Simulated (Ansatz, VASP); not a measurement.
# Si: VASP beside Ansatz

Contents of INCAR:

```
  PREC = Accurate
  ENCUT = 520
  EDIFF = 1E-6
  ISMEAR = 0
  SIGMA = 0.1
  LREAL = F
  LASPH = T
  NELM = 100
  ALGO = Normal
  ISIF = 2
  LWAVE = F
  LCHARG = T
  LDIPOL = T
  IDIPOL = 3
  DIPOL = 0.5 0.5 0.500
  GGA = PE
  LELF = T
  LVHAR = T
  LVACPOTAV = T
  NBANDS = 11
```

The input KPOINTS:

```
regular mesh
0
Gamma
  15 15 1
```

The input POSCAR:

```
Si
1.0
    3.6260000000      0.0000000000      0.0000000000
   -1.8130000000      3.1402081141      0.0000000000
    0.0000000000      0.0000000000     28.0000000000
Si
2
Direct
    0.3333333333      0.6666666667      0.5127500000
    0.6666666667      0.3333333333      0.4872500000
```

Input for Ansatz:

```yaml
crystal:
  lattice:
    - [3.626, 0.0, 0.0]
    - [-1.813, 3.1402081141, 0.0]
    - [0.0, 0.0, 28.0]
  atoms:
    - { symbol: Si, position: [0.3333333333, 0.6666666667, 0.51275] }
    - { symbol: Si, position: [0.6666666667, 0.3333333333, 0.48725] }
  periodic: [true, true, false]
basis:
  ecutwfc: 420
kpoints:
  mp_grid: { grid: [15, 15, 1] }
hamiltonian:
  xc: pbe
  pseudopotentials: { kind: paw, azcp: { folder: soft_1 } }
scf:
  occupations: { method: gaussian, width: 0.1 }
output:
  forces: true
  stress: true
  eigenvalues: true
```

Alike in both runs: task single point; functional PBE; k mesh 15 × 15 × 1; occupations gaussian, width 0.1 eV; no spin polarisation.

```csv
,VASP,Ansatz
version,VASP 6.6.1,Ansatz 0.2.0
potentials or method,"VASP PAW PBE potentials, release 64 (Si), cutoff 520 eV","scalar-relativistic, plane waves, PAW"
valence electrons in the cell,8,8
```

VASP gave:

- gap on the k mesh at the Fermi level (eV): none
- rms of the force components (eV/Å): 0.039
- work function, face that differs most (eV): 4.46

What did Ansatz give for the same quantities?

gap on the k mesh at the Fermi level (eV): none; rms of the force components (eV/Å): 0.030; work function, face that differs most (eV): 4.45.

Atom by atom the forces differ by 0.009 eV/Å (rms over components). A gap of «none» marks a metal or a gap that the smearing closes.
